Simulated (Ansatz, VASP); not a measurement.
RbBr: VASP beside Ansatz

```
Rb Br
1.0
     0.00000    3.46083    3.46083
     3.46083    0.00000    3.46083
     3.46083    3.46083    0.00000
Rb Br
1 1
Direct
  0.00000 0.00000 0.00000
  0.50000 0.50000 0.50000
```

Alike in both runs: task single point; functional PBE; k mesh 2 × 2 × 2; no spin polarisation.

|  | VASP | Ansatz |
| --- | --- | --- |
| version | VASP 6.6.1 | Ansatz 0.2.0 |
| potentials or method | VASP PAW PBE potentials, release 64 (Rb_sv, Br) | plane waves |
| plane-wave cutoff (eV) | 500 | 420 |
| occupations | gaussian, width 0.01 eV | fixed |
| valence electrons in the cell | 16 | 16 |

```tsv
	VASP	Ansatz	Ansatz less VASP
gap on the k mesh at the Fermi level (eV)	4.26	4.26	+0.002
pressure (GPa)	0.8	0.8	-0.02
```

The k mesh is coarse, so the values compare programs but aren't converged.
